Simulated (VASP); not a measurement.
Wanted: the native input for a VASP 6.6.1 run.

* Task: single point
* Functional: PBE
* Potentials or basis: VASP PAW PBE potentials, release 64 (W_sv, C)
* Cutoff: 520 eV
* k mesh: 2 × 2 × 2
* Occupations: fermi-dirac, width 0.36 eV
* Spin: no spin polarisation
* Dipole correction: no
* Further INCAR settings: LREAL = Auto; ALGO = Normal; EDIFF = 1e-06; NBANDS = 86

The structure of WC lies in POSCAR:

```
WC
1.0
   -3.0444810000     -5.2731960000      0.0000000000
    4.5667220000     -2.6365980000      0.0000000000
    0.0000000000      0.0000000000      5.9459940000
W C
8 8
Direct
    0.7257125304      0.5026839843     -0.0349647174
    0.6539324239      0.5750919018      0.4624962622
    0.4892801088      0.0438178621     -0.0123108096
    0.4840356881      0.0620439466      0.4874206062
    0.1973774194      0.5810101432     -0.0112344547
    0.2105050521      0.5348428548      0.4447027696
   -0.0257360269      0.0469586620     -0.0234948101
   -0.0492152866      0.0353568698      0.4747566176
    0.4549251476      0.7490298223      0.1607132466
    0.4586388861      0.7537391973      0.8169533975
    0.1972068928      0.1682810204      0.2251936346
    0.2070121860      0.2330215562      0.6537174440
   -0.1016756504      0.7273598906      0.2585270015
   -0.0271848840      0.6958024021      0.6772458903
    0.7270540843      0.1912317732      0.2054660667
    0.7109428073      0.2240232422      0.6911712323
```

The input as run:

INCAR

```
PREC     = Accurate       # precision mode
ENCUT    = 520            # plane-wave cutoff, eV
EDIFF    = 1E-6           # SCF threshold, eV
ISMEAR   = -1             # smearing method
SIGMA    = 0.36           # smearing width, eV
LREAL    = Auto         
LASPH    = T              # aspherical terms in the spheres
NELM     = 60             # most SCF steps
ALGO     = Normal         # electronic algorithm
ISIF     = 2              # what is computed and relaxed
LWAVE    = F              # write WAVECAR
LCHARG   = F              # write CHGCAR
GGA      = PE             # functional
NBANDS   = 86             # bands
```

KPOINTS

```
Automatic mesh
0
Gamma
  2 2 2
```

Potentials or basis: VASP PAW PBE potentials, release 64 (W_sv, C).

Launch:

```console
$ cat potpaw_PBE.64/W_sv/POTCAR potpaw_PBE.64/C/POTCAR > POTCAR
$ mpirun -np 1 vasp_std > vasp.out
```

Results of the run:

- Pressure: -11.9 GPa
- Largest force: 7.852 eV/Å
- Band gap on the k mesh: zero (bands 72 and 73 overlap by 0.15 eV)

Caveat: the k points lie up to 0.60 Å⁻¹ apart; so wide a smearing shifts energies and pressures; spin-orbit coupling is left out, which moves the levels of the heavy elements; forces of over 1 eV/Å act on the atoms, so gaps and moduli don't describe the material at rest.

Run time: 5 min on 1 thread of Intel(R) Xeon(R) Platinum 8259CL CPU @ 2.50GHz (Skylake/Cascade Lake) (shared host), peak memory 0.33 GiB.
